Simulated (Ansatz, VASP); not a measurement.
## Two plane-wave programs on InAs

The input POSCAR:

```
InAs
1.0
    0.0000000000      3.1462281872      2.9527074487
    3.1462281872      0.0000000000      2.9527074487
    3.1462281872      3.1462281872      0.0000000000
In As
1 1
Direct
    0.0000000000      0.0000000000      0.0000000000
    0.2500000000      0.2500000000      0.2500000000
```

The input INCAR.step1:

```
SYSTEM = InAs
  PREC = Accurate
  ENCUT = 520
  ISMEAR = -1
  SIGMA = 0.02
  LREAL = .FALSE.
  LASPH = .TRUE.
  NELM = 150
  LNONCOLLINEAR = .TRUE.
  MAGMOM = 0 0 0 0 0 0
  LSORBIT = .TRUE.
  GGA_COMPAT = .FALSE.
  NBANDS = 30
  GGA = PE
  ALGO = Normal
  EDIFF = 1E-4
  LWAVE = .TRUE.
  LCHARG = .FALSE.
```

Contents of INCAR.step2:

```
SYSTEM = InAs
  PREC = Accurate
  ENCUT = 520
  EDIFF = 1E-6
  ISMEAR = -1
  SIGMA = 0.02
  LREAL = .FALSE.
  LASPH = .TRUE.
  NELM = 150
  ALGO = Normal
  ISIF = 2
  LWAVE = .FALSE.
  LCHARG = .FALSE.
  LNONCOLLINEAR = .TRUE.
  MAGMOM = 0 0 0 0 0 0
  LORBIT = 11
  LSORBIT = .TRUE.
  GGA_COMPAT = .FALSE.
  LORBMOM = .TRUE.
  METAGGA = R2SCAN
  LMIXTAU = .TRUE.
  NBANDS = 30
  ISTART = 1
```

KPOINTS

```
regular mesh
0
G
  8 8 8
  0 0 0
```

Input for Ansatz:

```yaml
crystal:
  lattice:
    - [0.0, 3.1462281872, 2.9527074487]
    - [3.1462281872, 0.0, 2.9527074487]
    - [3.1462281872, 3.1462281872, 0.0]
  atoms:
    - { symbol: In, position: [0.0, 0.0, 0.0] }
    - { symbol: As, position: [0.25, 0.25, 0.25] }
kpoints:
  mp_grid: { grid: [8, 8, 8] }
  band_path:
    path:
      - [0.0, 0.0, 0.0]
      - [-0.5, -0.5, 0.0]
      - [-0.375, -0.375, 0.25]
      - [-0.375, 0.0, 0.375]
      - [0.0, 0.0, 0.5]
      - [-0.5, -0.25, 0.25]
      - [-0.027262, 0.0, -0.027262]
    npoints: 1
hamiltonian:
  xc: r2scan
scf:
  occupations: { method: fermi_dirac, width: 0.02 }
  n_extra_bands: 8
magnetization:
  noncollinear: true
  spin_orbit: true
output:
  forces: true
  stress: true
  eigenvalues: true
  write_density: true
  write_potential: true
  elf: true
  volumetric_format: npy
```

Change from the starting cell: epitaxial_xy strain +3.0%.

Alike in both runs: task single point; functional r2SCAN; k mesh 8 × 8 × 8; occupations fermi-dirac, width 0.02 eV; non-collinear spin, spin-orbit coupling.

|  | VASP | Ansatz |
| --- | --- | --- |
| version | VASP 6.6.1 | Ansatz 0.2.0 |
| potentials or method | VASP PAW PBE potentials, release 64 (In_d, As) | plane waves, PAW |
| plane-wave cutoff (eV) | 520 | 500 |
| valence electrons in the cell | 18 | 28 |

```csv
,VASP,Ansatz,Ansatz less VASP
pressure (GPa),-1.4,-1.5,-0.01
"traceless stress, the component that is largest in VASP (GPa)",1.40,1.40,0.000
```

VASP's potentials were made for PBE, not for r2SCAN. VASP's potentials hold 18 valence electrons a cell and Ansatz's 28, so a difference there can come from the potentials and not from the codes.
